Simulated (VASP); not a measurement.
# ZrC (Imm2) in VASP: notebook

The runs below take ZrC through single point, with PBE.

All numbers are computed with VASP 6.6.1; they aren't measurements. Logs are shortened: lines on timing, memory, paths and dates and some standing lists are left out, and cuts for length are marked.

**1. The cell of the first run**

The structure is orthorhombic, space group Imm2 (No. 44). Conventional cell: a = 3.324 Å, b = 4.700 Å, c = 3.324 Å, α = 90.00°, β = 90.00°, γ = 90.00°. Zr (site symmetry mm2) has 6 C at 2.30 to 2.40 Å within 3.0 Å. C (site symmetry mm2) has 6 Zr at 2.30 to 2.40 Å within 3.0 Å.

**2. Single point, PBE**

Input file INCAR:

```
  ALGO = Normal
  EDIFF = 1E-6
  ENCUT = 520
  GGA = PE
  ISIF = 2
  ISMEAR = 0
  LASPH = True
  LCHARG = False
  LREAL = False
  LWAVE = False
  NBANDS = 15
  NELM = 60
  PREC = Accurate
  SIGMA = 0.15
```

Input file KPOINTS:

```
k-points
0
Gamma
  18 18 18
```

Input file POSCAR:

```
ZrC
1.0
    0.0000000000      2.3502100000      2.3502100000
    2.3502100000      0.0000000000      2.3502100000
    2.3502100000      2.3502100000      0.0000000000
Zr C
1 1
Direct
    0.4774347788      0.5000000000      0.5000000000
    0.0000000000      0.0000000000      0.0000000000
```

Potentials or basis: VASP PAW PBE potentials, release 64 (Zr_sv, C).

The run is started by

```
$ cat potpaw_PBE.64/Zr_sv/POTCAR potpaw_PBE.64/C/POTCAR > POTCAR
$ mpirun -np 1 vasp_std > vasp.out
```

OUTCAR:

```text
EDIFF = 1E-6
   ENCUT = 520
   GGA = PE
   ISIF = 2
   ISMEAR = 0
   LASPH = True
   LREAL = False
   NELM = 60
   PREC = Accurate

 ion  position               nearest neighbor table
   1  0.477  0.500  0.500-   2 2.30   2 2.30   2 2.35   2 2.35   2 2.40   2 2.40
   2  0.000  0.000  0.000-   1 2.30   1 2.30   1 2.35   1 2.35   1 2.40   1 2.40

  LATTYP: Found a face centered cubic cell.
 ALAT       =     4.7004200000

  Lattice vectors:

 A1 = (   0.0000000000,   2.3502100000,   2.3502100000)
 A2 = (   2.3502100000,   0.0000000000,   2.3502100000)
 A3 = (   2.3502100000,   2.3502100000,   0.0000000000)

Analysis of symmetry for initial positions (statically):
=====================================================================
 Subroutine PRICEL returns:
 Original cell was already a primitive cell.

 Routine SETGRP: Setting up the symmetry group for a
 face centered cubic supercell.

 Subroutine GETGRP returns: Found  4 space group operations
 (whereof  4 operations were pure point group operations)
 out of a pool of 48 trial point group operations.

The static configuration has the point symmetry C_2v.

Analysis of symmetry for dynamics (positions and initial velocities):
=====================================================================
 Subroutine PRICEL returns:
 Original cell was already a primitive cell.

 Routine SETGRP: Setting up the symmetry group for a
 face centered cubic supercell.

 Subroutine GETGRP returns: Found  4 space group operations
 (whereof  4 operations were pure point group operations)
 out of a pool of 48 trial point group operations.

The dynamic configuration has the point symmetry C_2v.

 Subroutine INISYM returns: Found  4 space group operations
 (whereof  4 operations are pure point group operations),
 and found     1 'primitive' translations

----------------------------------------------------------------------------------------

                                     Primitive cell

  volume of cell :      25.9627

  direct lattice vectors                    reciprocal lattice vectors
     0.000000000  2.350210000  2.350210000    -0.212746946  0.212746946  0.212746946
     2.350210000  0.000000000  2.350210000     0.212746946 -0.212746946  0.212746946
     2.350210000  2.350210000  0.000000000     0.212746946  0.212746946 -0.212746946

  length of vectors
     3.323698856  3.323698856  3.323698856     0.368488520  0.368488520  0.368488520

  position of ions in fractional coordinates (direct lattice)
     0.477434779  0.500000000  0.500000000
     0.000000000  0.000000000  0.000000000

  ion indices of the primitive-cell ions
   primitive index   ion index
                 1           1
                 2           2

----------------------------------------------------------------------------------------

 KPOINTS: k-points

Automatic generation of k-mesh.
 Grid dimensions read from file:
 generate k-points for:   18   18   18

 Generating k-lattice:

  Cartesian coordinates                     Fractional coordinates (reciprocal lattice)
    -0.011819275  0.011819275  0.011819275     0.055555556  0.000000000  0.000000000
     0.011819275 -0.011819275  0.011819275     0.000000000  0.055555556  0.000000000
     0.011819275  0.011819275 -0.011819275     0.000000000  0.000000000  0.055555556

  Length of vectors
     0.020471584  0.020471584  0.020471584

  Shift w.r.t. Gamma in fractional coordinates (k-lattice)
     0.000000000  0.000000000  0.000000000

 Subroutine IBZKPT returns following result:
 ===========================================

 Found    865 irreducible k-points:

 Following reciprocal coordinates:
            Coordinates               Weight
  0.000000  0.000000  0.000000      1.000000
  0.055556  0.000000  0.000000      4.000000
  0.000000  0.055556  0.000000      4.000000
  0.111111  0.000000  0.000000      4.000000
  0.000000  0.111111  0.000000      4.000000
  0.166667  0.000000  0.000000      4.000000
[... 16 lines left out ...]
  0.000000  0.111111  0.055556      4.000000
  0.055556  0.000000  0.111111      8.000000
 [... further k-points ...]
   k-points           NKPTS =    865   k-points in BZ     NKDIM =    865   number of bands    NBANDS=     15
   number of dos      NEDOS =    301   number of ions     NIONS =      2
   total plane-waves  NPLWV =  21952
   dimension x,y,z NGX =    28 NGY =   28 NGZ =   28
   dimension x,y,z NGXF=    56 NGYF=   56 NGZF=   56
   ions per type =               1   1
   NGX,Y,Z   is equivalent  to a cutoff of  14.01, 14.01, 14.01 a.u.
   NGXF,Y,Z  is equivalent  to a cutoff of  28.01, 28.01, 28.01 a.u.
 SYSTEM =  unknown system
   PREC   = accura    normal or accurate (medium, high low for compatibility)
   ISTART =      0    job   : 0-new  1-cont  2-samecut
   ICHARG =      2    charge: 1-file 2-atom 10-const
   ISPIN  =      1    spin polarized calculation?
   LNONCOLLINEAR =      F non collinear calculations
   LSORBIT =      F    spin-orbit coupling
   LASPH  =      T    aspherical Exc in radial PAW
   ENCUT  =  520.0 eV  38.22 Ry    6.18 a.u.   6.18  6.18  6.18*2*pi/ulx,y,z
   NELM   =     60;   NELMIN=  2; NELMDL= -5     # of ELM steps
   EDIFF  = 0.1E-05   stopping-criterion for ELM
   LREAL  =      F    real-space projection
   EDIFFG = 0.1E-04   stopping-criterion for IOM
   NSW    =      0    number of steps for IOM
   IBRION =     -1    ionic relax: 0-MD 1-quasi-New 2-CG
   NFREE  =      0    steps in history (QN), initial steepest desc. (CG)
   ISIF   =      2    stress and relaxation
   ISYM   =      2    0-nonsym 1-usesym 2-fastsym
   POTIM  = 0.5000    time-step for ionic-motion
   TEBEG  =    0.0;   TEEND  =   0.0 temperature during run
   PSTRESS=    0.0 pullay stress
   NELECT =      16.0000    total number of electrons
   NUPDOWN=      -1.0000    fix difference up-down
   EMIN   =  10.00;   EMAX   =-10.00  energy-range for DOS
   EFERMI =   0.00;   METHOD = LEGACY
   ISMEAR =     0;   SIGMA  =   0.15  broadening in eV -4-tet -1-fermi 0-gaus
   EFERMI_NEDOS =   21; number of points for ismear=-14 and -15
   IALGO  =     38    algorithm
   IMIX   =      4    mixing-type and parameters
     AMIX     =   0.40;   BMIX     =  1.00
     AMIX_MAG =   1.60;   BMIX_MAG =  1.00
  volume/ion in A,a.u.               =      12.98        87.60
  Fermi-wavevector in a.u.,A,eV,Ry     =   1.393151  2.632673 26.407131  1.940869
  Thomas-Fermi vector in A             =   2.516825
   LORBIT       =      0    0 simple, 1 ext, 2 COOP (PROOUT), +10 PAW based schemes
   GGA     = PE    functional components
   LHFCALC =     F    Hartree Fock is set to
   AEXX    =    0.0000 exact exchange contribution
   IVDW    =     0    specifies the selected vdW correction
   LEPSILON=     F    determine dielectric tensor
   LRPA    =     F    only Hartree local field effects (RPA)
 non-spin polarized calculation
 Gauss-broadening in eV      SIGMA  =   0.15
  energy-cutoff  :      520.00
  volume of cell :       25.96
 maximum number of plane-waves:       725
 NGX is ok and might be reduce to    28
   NGX = 13   NGY = 13   NGZ = 13

 number of electron      16.0000000 magnetization

 Free energy of the ion-electron system (eV)
  ---------------------------------------------------
  ext. energy  EPLUGINS =         0.00000000
  ---------------------------------------------------
  free energy    TOTEN  =       -19.44322796 eV

  energy without entropy =      -19.43985500  energy(sigma->0) =      -19.44154148

 E-fermi :   9.6447     XC(G=0): -12.1308

 val. band max:        9.6446786249   @ k =   0.1111   0.0556   0.0000
 cond. band min:       9.6463666978   @ k =   0.0000   0.3889   0.3889
 fundamental gap:      0.0016880729
 Fermi energy:         9.6447009969

 k-point     1 :       0.0000    0.0000    0.0000
  band No.  band energies     occupation
      1     -38.4925      2.00000
      2     -16.2044      2.00000
      3     -16.2044      2.00000
      4     -16.2042      2.00000
      5      -1.6879      2.00000
      6      10.1693      0.00000
      7      10.1905      0.00000
      8      10.4230      0.00000
      9      10.7033      0.00000
     10      11.0594      0.00000
     11      11.0829      0.00000
     12      12.4818      0.00000
     13      12.5782      0.00000
     14      16.9044      0.00000
     15      20.0657      0.00000

 k-point     2 :       0.0556    0.0000    0.0000
  band No.  band energies     occupation
      1     -38.4895      2.00000
      2     -16.2321      2.00000
      3     -16.2069      2.00000
      4     -16.2066      2.00000
      5      -1.6174      2.00000
      6       9.7000      0.60204
      7      10.0159      0.00047
      8      10.0167      0.00045
      9      10.8708      0.00000
     10      11.0297      0.00000
     11      11.3102      0.00000
     12      12.9093      0.00000
     13      12.9627      0.00000
     14      17.0607      0.00000
     15      20.2606      0.00000

 k-point     3 :       0.0000    0.0556    0.0000
  band No.  band energies     occupation
      1     -38.4895      2.00000
      2     -16.2324      2.00000
      3     -16.2067      2.00000
      4     -16.2066      2.00000
      5      -1.6173      2.00000
      6       9.6472      0.98155
      7       9.9616      0.00281
      8      10.1906      0.00000
      9      10.8790      0.00000
     10      10.9988      0.00000
     11      11.2401      0.00000
     12      12.9000      0.00000
     13      12.9991      0.00000
     14      17.0594      0.00000
     15      20.2602      0.00000
[... 343 lines left out ...]
 k-point    23 :       0.0000    0.1111    0.0556
  band No.  band energies     occupation
      1     -38.4817      2.00000
      2     -16.2896      2.00000
      3     -16.2234      2.00000
      4     -16.2164      2.00000
      5      -1.4371      2.00000
      6       8.8595      2.00000
      7       9.4473      1.93730
      8       9.7608      0.27366
      9      10.6801      0.00000
     10      11.5514      0.00000
     11      11.6617      0.00000
     12      13.1249      0.00000
     13      14.0591      0.00000
     14      17.4847      0.00000
     15      20.7526      0.00000

 k-point    24 :       0.0556    0.0000    0.1111
  band No.  band energies     occupation
      1     -38.4816      2.00000
      2     -16.2898      2.00000
      3     -16.2235      2.00000
      4     -16.2162      2.00000
      5      -1.4366      2.00000
      6       8.8706      2.00000
      7       9.4967      1.83713
      8       9.6854      0.70140
      9      10.6561      0.00000
     10      11.5387      0.00000
     11      11.7597      0.00000
     12      13.0516      0.00000
     13      14.0862      0.00000
     14      17.4846      0.00000
     15      20.7523      0.00000

 [... further k-points ...]
[... 5 lines left out ...]
  --------------------------------------------------------------------------------------
  -------------------------------------------------------------------------------------
  Total        0.2248177      0.3425893      0.3425893      0.0000000     -0.0577957      0.0000000
  in kB       13.8736589     21.1414306     21.1414306      0.0000000     -3.5666165      0.0000000
  external PRESSURE =      18.7188400 kB  Pullay stress =       0.0000000 kB

 VOLUME and BASIS-vectors are now :
 -----------------------------------------------------------------------------
  energy-cutoff  :      520.00
  volume of cell :       25.96
      direct lattice vectors                 reciprocal lattice vectors
     0.000000000  2.350210000  2.350210000    -0.212746946  0.212746946  0.212746946
     2.350210000  0.000000000  2.350210000     0.212746946 -0.212746946  0.212746946
     2.350210000  2.350210000  0.000000000     0.212746946  0.212746946 -0.212746946

 POSITION                                       TOTAL-FORCE (eV/Angst)
 -----------------------------------------------------------------------------------
      2.35021      2.29718      2.29718         0.000000      0.358155      0.358155
      0.00000      0.00000      0.00000         0.000000     -0.358155     -0.358155
 -----------------------------------------------------------------------------------
    total drift:                               -0.000000      0.000017      0.000017

  FREE ENERGIE OF THE ION-ELECTRON SYSTEM (eV)
  ---------------------------------------------------
  free  energy   TOTEN  =       -19.4432279591 eV

  energy  without entropy=      -19.4398550005  energy(sigma->0) =      -19.44154148
```

It took 12 min on 1 thread of Intel Xeon 8259CL, shared host; peak memory 0.45 GiB.

Results:

```
Free energy            : -19.4432 eV
Pressure               : 1.9 GPa
Largest force          : 0.507 eV/Å
Band gap on the k mesh : zero (bands 8 and 9 overlap by 1.04 eV)
```

Forces on the atoms (eV/Å):
```
Zr   0.000  0.358  0.358
C    0.000 -0.358 -0.358
```

Stress tensor (GPa, compression positive):
```
 1.39  0.00  0.00
 0.00  2.11 -0.36
 0.00 -0.36  2.11
```

Caveat: the cell differs from its parent crystal (all Zr atoms moved +0.075 Å, as atom 1 towards its neighbour atom 1 (Zr) at 3.324 Å).

**3. Single point, PBE**

Input file INCAR:

```
SYSTEM = ZrC
PREC     = Accurate       ! precision mode
ENCUT    = 520            ! plane-wave cutoff, eV
EDIFF    = 1E-7           ! SCF threshold, eV
ISMEAR   = 0              ! smearing method
SIGMA    = 0.15           ! smearing width, eV
LREAL    = .False.        ! projectors in reciprocal space
LASPH    = .True.         ! aspherical terms in the spheres
NELM     = 60             ! most SCF steps
ALGO     = Normal         ! electronic algorithm
ISIF     = 2              ! what is computed and relaxed
LWAVE    = .False.        ! write WAVECAR
LCHARG   = .False.        ! write CHGCAR
GGA      = PE             ! functional
NBANDS   = 15             ! bands
```

Input file KPOINTS:

```
regular mesh
0
Gamma
  18 18 18
  0 0 0
```

Changes to POSCAR since step 2:

```diff
@@ -8,3 +8,3 @@
 Direct
-    0.4774347788      0.5000000000      0.5000000000
+    0.4661521682      0.5000000000      0.5000000000
     0.0000000000      0.0000000000      0.0000000000
```

Potentials or basis: VASP PAW PBE potentials, release 64 (Zr_sv, C).

The run is started by

```
$ cat potpaw_PBE.64/Zr_sv/POTCAR potpaw_PBE.64/C/POTCAR > POTCAR
$ mpirun -np 1 vasp_std > vasp.out
```

Wall time 8.1 min (1 thread of Intel Xeon 8259CL, shared host); peak memory 0.45 GiB.

Results (log left out):

* Free energy: -19.4198 eV
* Pressure: 2.4 GPa
* Largest force: 0.742 eV/Å
* Band gap on the k mesh: zero (bands 8 and 9 overlap by 0.80 eV)

Forces in eV/Å, atoms in the order of the input:
```
Zr   0.000  0.525  0.525
C    0.000 -0.525 -0.525
```

Stress tensor (GPa, compression positive):
```
 1.29  0.00  0.00
 0.00  2.97 -0.73
 0.00 -0.73  2.97
```

Levels at points of the mesh, in eV from the Fermi level:
| k point | band 4 | band 5 | band 6 | band 7 | band 8 | band 9 | band 10 | band 11 | band 12 | band 13 |
| --- | --- | --- | --- | --- | --- | --- | --- | --- | --- | --- |
| (0.00, 0.00, 0.00) | -25.88 | -11.36 | 0.27 | 0.31 | 0.61 | 1.02 | 1.57 | 1.63 | 2.88 | 3.07 |
| (0.50, 0.00, 0.00) | -25.96 | -8.32 | -5.34 | -3.01 | -2.99 | 4.42 | 4.45 | 5.24 | 6.49 | 10.00 |
| (0.00, 0.50, 0.00) | -25.96 | -8.30 | -5.35 | -2.97 | -2.93 | 4.40 | 4.42 | 5.25 | 6.33 | 9.86 |
| (0.50, 0.50, 0.00) | -26.16 | -10.19 | -2.10 | -1.95 | -0.02 | 0.14 | 4.43 | 5.59 | 5.59 | 7.79 |
| (0.00, 0.50, 0.50) | -26.17 | -10.19 | -2.13 | -2.05 | -0.06 | 0.28 | 4.47 | 5.59 | 5.59 | 7.89 |

Caveat: the cell differs from its parent crystal (all Zr atoms moved +0.113 Å, as atom 1 towards its neighbour atom 1 (Zr) at 3.324 Å).

The gap in the log of VASP goes by the Fermi energy; the results here count the filled bands.